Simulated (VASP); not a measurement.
# BN (P6_3mc) in VASP: a series of runs, part 2 of 2

VASP 6.6.1. Earlier steps stand in the parts before.

**3. Single point, r2SCAN (strain +0.000 along x and y, -0.015 along z)**

POSCAR

```
BN
1.0
    2.5439665234      0.0000000000      0.0000000000
   -1.2719832617      2.2031396356      0.0000000000
    0.0000000000      0.0000000000      4.1446287606
B N
2 2
Direct
    0.6666666667      0.3333333333      0.9997995909
    0.3333333333      0.6666666667      0.4997995909
    0.6666666667      0.3333333333      0.6252004091
    0.3333333333      0.6666666667      0.1252004091
```

INCAR.step1

```
PREC     = Accurate       # precision mode
ENCUT    = 520            # plane-wave cutoff, eV
ISMEAR   = 0              # smearing method
SIGMA    = 0.05           # smearing width, eV
LREAL    = F              # projectors in reciprocal space
LASPH    = T              # aspherical terms in the spheres
NELM     = 60             # most SCF steps
NBANDS   = 16             # bands
GGA      = PE             # functional
ALGO     = Normal         # electronic algorithm
EDIFF    = 1E-4           # SCF threshold, eV
LWAVE    = T              # write WAVECAR
LCHARG   = F              # write CHGCAR
```

INCAR.step2

```
PREC     = Accurate       # precision mode
ENCUT    = 520            # plane-wave cutoff, eV
EDIFF    = 1E-6           # SCF threshold, eV
ISMEAR   = 0              # smearing method
SIGMA    = 0.05           # smearing width, eV
LREAL    = F              # projectors in reciprocal space
LASPH    = T              # aspherical terms in the spheres
NELM     = 60             # most SCF steps
ALGO     = Normal         # electronic algorithm
ISIF     = 2              # what is computed and relaxed
LWAVE    = F              # write WAVECAR
LCHARG   = F              # write CHGCAR
METAGGA  = R2SCAN         # meta-GGA
LMIXTAU  = T            
NBANDS   = 16             # bands
ISTART   = 1
```

KPOINTS

```
Automatic mesh
0
Gamma
  12 12 6
```

Potentials or basis: VASP PAW PBE potentials, release 64 (B, N).

Launch:

```
> cat potpaw_PBE.64/B/POTCAR potpaw_PBE.64/N/POTCAR > POTCAR
> cp INCAR.step1 INCAR
> mpirun -np 1 vasp_std > vasp.out
> cp INCAR.step2 INCAR
> mpirun -np 1 vasp_std > vasp.out
```

OUTCAR:

```text
PREC = Accurate
   ENCUT = 520
   EDIFF = 1E-6
   ISMEAR = 0
   LREAL = F
   LASPH = T
   NELM = 60
   ISIF = 2
   METAGGA = R2SCAN
   ISTART = 1

 ion  position               nearest neighbor table
   1  0.667  0.333  1.000-   3 1.55   4 1.56   4 1.56   4 1.56
   2  0.333  0.667  0.500-   4 1.55   3 1.56   3 1.56   3 1.56
   3  0.667  0.333  0.625-   1 1.55   2 1.56   2 1.56   2 1.56
   4  0.333  0.667  0.125-   2 1.55   1 1.56   1 1.56   1 1.56

  LATTYP: Found a hexagonal cell.
 ALAT       =     2.5439665234
 C/A-ratio  =     1.6291994106

  Lattice vectors:

 A1 = (   2.5439665234,   0.0000000000,   0.0000000000)
 A2 = (  -1.2719832617,   2.2031396356,   0.0000000000)
 A3 = (   0.0000000000,   0.0000000000,   4.1446287606)

Analysis of symmetry for initial positions (statically):
=====================================================================
 Subroutine PRICEL returns:
 Original cell was already a primitive cell.

 Routine SETGRP: Setting up the symmetry group for a
 hexagonal supercell.

 Subroutine GETGRP returns: Found 12 space group operations
 (whereof  6 operations were pure point group operations)
 out of a pool of 24 trial point group operations.

The static configuration has the point symmetry C_3v.
 The point group associated with its full space group is C_6v.

Analysis of symmetry for dynamics (positions and initial velocities):
=====================================================================
 Subroutine PRICEL returns:
 Original cell was already a primitive cell.

 Routine SETGRP: Setting up the symmetry group for a
 hexagonal supercell.

 Subroutine GETGRP returns: Found 12 space group operations
 (whereof  6 operations were pure point group operations)
 out of a pool of 24 trial point group operations.

The dynamic configuration has the point symmetry C_3v.
 The point group associated with its full space group is C_6v.

[... 123 lines left out ...]
  volume/ion in A,a.u.               =       5.81        39.19
  Fermi-wavevector in a.u.,A,eV,Ry     =   1.445779  2.732125 28.439930  2.090276
  Thomas-Fermi vector in A             =   2.563922
   LORBIT       =      0    0 simple, 1 ext, 2 COOP (PROOUT), +10 PAW based schemes
   METAGGA = R2SCAN    functional components
   LHFCALC =     F    Hartree Fock is set to
   AEXX    =    0.0000 exact exchange contribution
   IVDW    =     0    specifies the selected vdW correction
   LEPSILON=     F    determine dielectric tensor
   LRPA    =     F    only Hartree local field effects (RPA)
 non-spin polarized calculation
 Gauss-broadening in eV      SIGMA  =   0.05
  energy-cutoff  :      520.00
  volume of cell :       23.23
 maximum number of plane-waves:       640
 NGX is ok and might be reduce to    20
   NGX =  9   NGY =  9   NGZ = 15

 number of electron      16.0000001 magnetization

 Free energy of the ion-electron system (eV)
  ---------------------------------------------------
  ext. energy  EPLUGINS =         0.00000000
  ---------------------------------------------------
  free energy    TOTEN  =       -38.24441784 eV

  energy without entropy =      -38.24441784  energy(sigma->0) =      -38.24441784

 E-fermi :   7.8646     XC(G=0): -13.7242

 val. band max:        7.6061166384   @ k =   0.0000   0.0000   0.0000
 cond. band min:      13.3595948122   @ k =   0.3333   0.3333   0.0000
 fundamental gap:      5.7534781738
 Fermi energy:         7.8646304809

 k-point     1 :       0.0000    0.0000    0.0000
  band No.  band energies     occupation
      1     -14.0558      2.00000
      2      -9.6018      2.00000
      3      -3.8295      2.00000
      4       5.2432      2.00000
      5       5.2432      2.00000
      6       7.3781      2.00000
[... 433 lines left out ...]
      3      -1.7222      2.00000
      4      -0.1114      2.00000
      5       1.3345      2.00000
      6       2.9774      2.00000
[... 8 lines left out ...]
     15      25.0197      0.00000
     16      25.3994      0.00000

 [... further k-points ...]

------------------------ aborting loop because EDIFF is reached ----------------------------------------

  FORCE on cell =-STRESS in cart. coord.  units (eV):
  Direction    XX          YY          ZZ          XY          YZ          ZX
  --------------------------------------------------------------------------------------
  -------------------------------------------------------------------------------------
  Total        0.3037193      0.3037193      2.6286255      0.0000000      0.0000000      0.0000000
  in kB       20.9480647     20.9480647    181.3010230      0.0000000      0.0000000      0.0000000
  external PRESSURE =      74.3990508 kB  Pullay stress =       0.0000000 kB

 VOLUME and BASIS-vectors are now :
 -----------------------------------------------------------------------------
  energy-cutoff  :      520.00
  volume of cell :       23.23
      direct lattice vectors                 reciprocal lattice vectors
     2.543966523  0.000000000  0.000000000     0.393086934  0.226948847  0.000000000
    -1.271983262  2.203139636  0.000000000     0.000000000  0.453897694  0.000000000
     0.000000000  0.000000000  4.144628761     0.000000000  0.000000000  0.241276133

 POSITION                                       TOTAL-FORCE (eV/Angst)
 -----------------------------------------------------------------------------------
      1.27198      0.73438      4.14380        -0.000000      0.000000      0.008780
     -0.00000      1.46876      2.07148         0.000000      0.000000      0.008780
      1.27198      0.73438      2.59122        -0.000000      0.000000     -0.008780
     -0.00000      1.46876      0.51891         0.000000     -0.000000     -0.008780
 -----------------------------------------------------------------------------------
    total drift:                                0.000000      0.000000      0.002288

  FREE ENERGIE OF THE ION-ELECTRON SYSTEM (eV)
  ---------------------------------------------------
  free  energy   TOTEN  =       -38.2444178379 eV

  energy  without entropy=      -38.2444178379  energy(sigma->0) =      -38.24441784
```

OUTCAR.step1:

```text
PREC = Accurate
   ENCUT = 520
   ISMEAR = 0
   LREAL = F
[... 688 lines left out ...]
      1.27198      0.73438      4.14380         0.000000      0.000000      0.023178
     -0.00000      1.46876      2.07148        -0.000000     -0.000000      0.023178
      1.27198      0.73438      2.59122         0.000000      0.000000     -0.023178
     -0.00000      1.46876      0.51891        -0.000000      0.000000     -0.023178
 -----------------------------------------------------------------------------------
    total drift:                                0.000000      0.000000      0.000266

  FREE ENERGIE OF THE ION-ELECTRON SYSTEM (eV)
  ---------------------------------------------------
  free  energy   TOTEN  =       -34.7982133197 eV

  energy  without entropy=      -34.7982133197  energy(sigma->0) =      -34.79821332
```

OSZICAR.step1:

```text
N       E                     dE             d eps       ncg     rms          rms(c)
DAV:   1     0.417715364203E+02    0.41772E+02   -0.84388E+03  2432   0.978E+02
DAV:   2    -0.344231721147E+02   -0.76195E+02   -0.71213E+02  3528   0.234E+02
DAV:   3    -0.367946519639E+02   -0.23715E+01   -0.23642E+01  2776   0.376E+01
DAV:   4    -0.368003488840E+02   -0.56969E-02   -0.56964E-02  2968   0.211E+00
DAV:   5    -0.368003635945E+02   -0.14711E-04   -0.14710E-04  2472   0.991E-02    0.964E+00
DAV:   6    -0.349759990780E+02    0.18244E+01   -0.22537E+00  3112   0.137E+01    0.460E+00
DAV:   7    -0.348276130497E+02    0.14839E+00   -0.33819E-01  3112   0.468E+00    0.278E+00
DAV:   8    -0.347991166184E+02    0.28496E-01   -0.53751E-02  2784   0.190E+00    0.261E-01
DAV:   9    -0.347979305051E+02    0.11861E-02   -0.19149E-03  2832   0.522E-01    0.138E-01
DAV:  10    -0.347982061415E+02   -0.27564E-03   -0.46365E-04  2848   0.170E-01    0.253E-02
DAV:  11    -0.347982133197E+02   -0.71782E-05   -0.31973E-05  1424   0.576E-02
   1 F= -.34798213E+02 E0= -.34798213E+02  d E =-.559656E-21
```

Wall time 52 s (1 thread of Intel Xeon 6975P-C (Granite Rapids), shared host); peak memory 0.15 GiB.

Results:

* Free energy: -38.2444 eV
* Pressure: 7.4 GPa
* Largest force: 0.009 eV/Å
* Band gap on the k mesh: 5.75 eV (least direct gap 8.96 eV)

Forces on the atoms (eV/Å):
```
B    0.000  0.000  0.009
B    0.000  0.000  0.009
N    0.000  0.000 -0.009
N    0.000  0.000 -0.009
```

Levels at points of the mesh, in eV from the valence-band top:
| k point | band 4 | band 5 | band 6 | band 7 | band 8 | band 9 | band 10 | band 11 | band 12 | band 13 |
| --- | --- | --- | --- | --- | --- | --- | --- | --- | --- | --- |
| (0.00, 0.00, 0.00) | -2.36 | -2.36 | -0.23 | 0.00 | 0.00 | 9.00 | 9.00 | 9.91 | 10.10 | 11.64 |
| (0.50, 0.00, 0.00) | -8.11 | -7.32 | -5.36 | -4.64 | -2.16 | 7.20 | 8.77 | 11.36 | 12.33 | 14.48 |
| (0.00, 0.00, 0.50) | -5.89 | -1.31 | -1.31 | -1.31 | -1.31 | 10.18 | 10.18 | 10.67 | 10.67 | 10.67 |
| (0.50, 0.00, 0.50) | -10.55 | -4.01 | -4.01 | -3.70 | -3.70 | 7.30 | 7.30 | 10.93 | 10.93 | 15.48 |

Caveat: the cell differs from its parent crystal (strain +0.000 along x and y, -0.015 along z); the cell stands under pressure; the PAW data sets were made with another functional, which shifts forces and pressure a little.

**4. Single point, r2SCAN (strain -0.015 along x and y, +0.015 along z)**

POSCAR

```
BN
1.0
    2.5058070255      0.0000000000      0.0000000000
   -1.2529035128      2.1700925411      0.0000000000
    0.0000000000      0.0000000000      4.2708611086
B N
2 2
Direct
    0.6666666667      0.3333333333      0.9997995909
    0.3333333333      0.6666666667      0.4997995909
    0.6666666667      0.3333333333      0.6252004091
    0.3333333333      0.6666666667      0.1252004091
```

INCAR.step1

```
SYSTEM = BN
PREC = Accurate
ENCUT = 520
ISMEAR = 0
SIGMA = 0.05
LREAL = .FALSE.
LASPH = .TRUE.
NELM = 60
NBANDS = 16
GGA = PE
ALGO = Normal
EDIFF = 1E-4
LWAVE = .TRUE.
LCHARG = .FALSE.
```

INCAR.step2

```
SYSTEM = BN
PREC = Accurate
ENCUT = 520
EDIFF = 1E-6
ISMEAR = 0
SIGMA = 0.05
LREAL = .FALSE.
LASPH = .TRUE.
NELM = 60
ALGO = Normal
ISIF = 2
LWAVE = .FALSE.
LCHARG = .FALSE.
METAGGA = R2SCAN
LMIXTAU = .TRUE.
NBANDS = 16
ISTART = 1
```

KPOINTS

```
regular mesh
0
G
  12 12 6
  0 0 0
```

Launch:

```
> cat potpaw_PBE.64/B/POTCAR potpaw_PBE.64/N/POTCAR > POTCAR
> cp INCAR.step1 INCAR
> mpirun -np 1 vasp_std > vasp.out
> cp INCAR.step2 INCAR
> mpirun -np 1 vasp_std > vasp.out
```

It took 56 s on 1 thread of Intel Xeon 6975P-C (Granite Rapids), shared host; peak memory 0.14 GiB.

The run converged. Its results:

- Free energy: -38.2112 eV
- Pressure: 7.7 GPa
- Largest force: 0.003 eV/Å
- Band gap on the k mesh: 5.58 eV (least direct gap 8.37 eV)

Forces on the atoms (eV/Å):
```
B    0.000  0.000  0.003
B    0.000  0.000  0.003
N    0.000  0.000 -0.003
N    0.000  0.000 -0.003
```

Stress tensor (GPa, compression positive):
```
 18.02   0.00   0.00
  0.00  18.02   0.00
  0.00   0.00 -12.81
```

Levels at points of the mesh, in eV from the valence-band top:
```tsv
k point	band 4	band 5	band 6	band 7	band 8	band 9	band 10	band 11	band 12	band 13
(0.00, 0.00, 0.00)	-2.02	-2.02	-0.41	0.00	0.00	8.37	9.42	9.42	11.04	12.18
(0.50, 0.00, 0.00)	-8.54	-7.25	-5.12	-4.56	-2.36	7.65	8.42	11.66	12.46	13.21
(0.00, 0.00, 0.50)	-6.33	-1.11	-1.11	-1.11	-1.11	10.78	10.78	10.96	10.96	10.96
(0.50, 0.00, 0.50)	-10.60	-3.94	-3.94	-3.93	-3.93	7.11	7.11	10.69	10.69	15.47
```

Caveat: the cell differs from its parent crystal (strain -0.015 along x and y, +0.015 along z); the cell stands under pressure; the PAW data sets were made with another functional, which shifts forces and pressure a little. A k mesh can miss the band edges.

**5. Single point, r2SCAN (strain -0.015 along x and y, +0.030 along z)**

Edit POSCAR of step 4 so:

```diff
@@ -4,3 +4,3 @@
    -1.2529035128      2.1700925411      0.0000000000
-    0.0000000000      0.0000000000      4.2708611086
+    0.0000000000      0.0000000000      4.3339772826
 B N
```

INCAR.step1

```
SYSTEM = BN
ALGO = Normal
EDIFF = 1E-4
ENCUT = 520
GGA = PE
ISMEAR = 0
LASPH = .TRUE.
LCHARG = .FALSE.
LREAL = .FALSE.
LWAVE = .TRUE.
NBANDS = 16
NELM = 80
PREC = Accurate
SIGMA = 0.05
```

INCAR.step2

```
SYSTEM = BN
ALGO = Normal
EDIFF = 1E-6
ENCUT = 520
ISIF = 2
ISMEAR = 0
ISTART = 1
LASPH = .TRUE.
LCHARG = .FALSE.
LMIXTAU = .TRUE.
LREAL = .FALSE.
LWAVE = .FALSE.
METAGGA = R2SCAN
NBANDS = 16
NELM = 80
PREC = Accurate
SIGMA = 0.05
```

KPOINTS

```
k-points
0
G
  12 12 6
  0 0 0
```

Launch:

```
> cat potpaw_PBE.64/B/POTCAR potpaw_PBE.64/N/POTCAR > POTCAR
> cp INCAR.step1 INCAR
> mpirun -np 1 vasp_std > vasp.out
> cp INCAR.step2 INCAR
> mpirun -np 1 vasp_std > vasp.out
```

It took 54 s on 1 thread of Intel Xeon 6975P-C (Granite Rapids), shared host; peak memory 0.15 GiB.

It converged, with:

* Free energy: -38.1692 eV
* Pressure: 2.3 GPa
* Largest force: 0.088 eV/Å
* Band gap on the k mesh: 5.54 eV (least direct gap 7.78 eV)

Forces in eV/Å, atoms in the order of the input:
```
B    0.000  0.000  0.088
B    0.000  0.000  0.088
N    0.000  0.000 -0.088
N    0.000  0.000 -0.088
```

Stress tensor (GPa, compression positive):
```
 16.93   0.00   0.00
  0.00  16.93   0.00
  0.00   0.00 -27.03
```

Levels at points of the mesh, in eV from the valence-band top:
```
           k point  band 5  band 6  band 7  band 8  band 9  band 10  band 11  band 12
(0.00, 0.00, 0.00)   -1.89   -0.49    0.00    0.00    7.78     9.49     9.49    11.14
(0.50, 0.00, 0.00)   -7.14   -4.97   -4.47   -2.39    7.73     8.25    11.66    12.21
(0.00, 0.00, 0.50)   -1.03   -1.03   -1.03   -1.03   10.81    10.81    10.96    10.96
(0.50, 0.00, 0.50)   -3.96   -3.96   -3.85   -3.85    6.95     6.95    10.55    10.55
```

Caveat: the cell differs from its parent crystal (strain -0.015 along x and y, +0.030 along z); the PAW data sets were made with another functional, which shifts forces and pressure a little. A k mesh can miss the band edges.

**6. Summary**

```tsv
cell	gap on the mesh (eV)	pressure (GPa)	largest force (eV/Å)
a = 2.506, b = 2.506, c = 4.208 Å, angles 90.0, 90.0, 120.0°, 4 atoms	5.62	13.8	0.04
a = 2.544, b = 2.544, c = 4.145 Å, angles 90.0, 90.0, 120.0°, 4 atoms	5.75	7.4	0.01
a = 2.506, b = 2.506, c = 4.271 Å, angles 90.0, 90.0, 120.0°, 4 atoms	5.58	7.7	-
a = 2.506, b = 2.506, c = 4.334 Å, angles 90.0, 90.0, 120.0°, 4 atoms	5.54	2.3	0.09
```

Alike in all rows: task single point; level r2SCAN; potentials or basis VASP PAW PBE potentials, release 64 (B, N); no spin polarisation; k mesh 12 × 12 × 6; cutoff (eV) 520; smearing gaussian 0.05 eV.

Caveats: the PAW data sets were made with another functional, which shifts forces and pressure a little; the cell stands under pressure (at least some runs).

Total energies depend on the potentials used, so only differences within one code and one set of settings carry meaning.
